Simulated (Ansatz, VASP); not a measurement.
## RbTi: VASP beside Ansatz

```xyz
2
Lattice="3.9522 0.0000 0.0000 0.0000 3.9522 0.0000 0.0000 0.0000 3.9522" Properties=species:S:1:pos:R:3 pbc="T T T"
Rb    0.0000    0.0000    0.0000
Ti    1.9761    1.9761    1.9761
```

Alike in both runs: task electric field gradients; functional PBEsol; k mesh 10 × 10 × 10; occupations tetrahedron; no spin polarisation.

```csv
,VASP,Ansatz
version,VASP 6.6.1,Ansatz 0.2.0
potentials or method,"VASP PAW PBE potentials, release 64 (Rb_sv, Ti_sv)","PAW with Ansatz's default frozen-core files, scalar-relativistic"
plane-wave cutoff (eV),520,420
valence electrons in the cell,21,21
```

|  | VASP | Ansatz | Ansatz less VASP |
| --- | --- | --- | --- |
| gap on the k mesh at the Fermi level (eV) | none | none | - |
| pressure (GPa) | 0.8 | 0.8 | -0.04 |

VASP's potentials were made for PBE, not for PBEsol. A gap of «none» marks a metal or a gap that the smearing closes. With one functional, cell and mesh, what is left measures potentials, basis and numerics. Ansatz's warnings: band table not solved further, tetrahedron derivatives may miss energy slope.
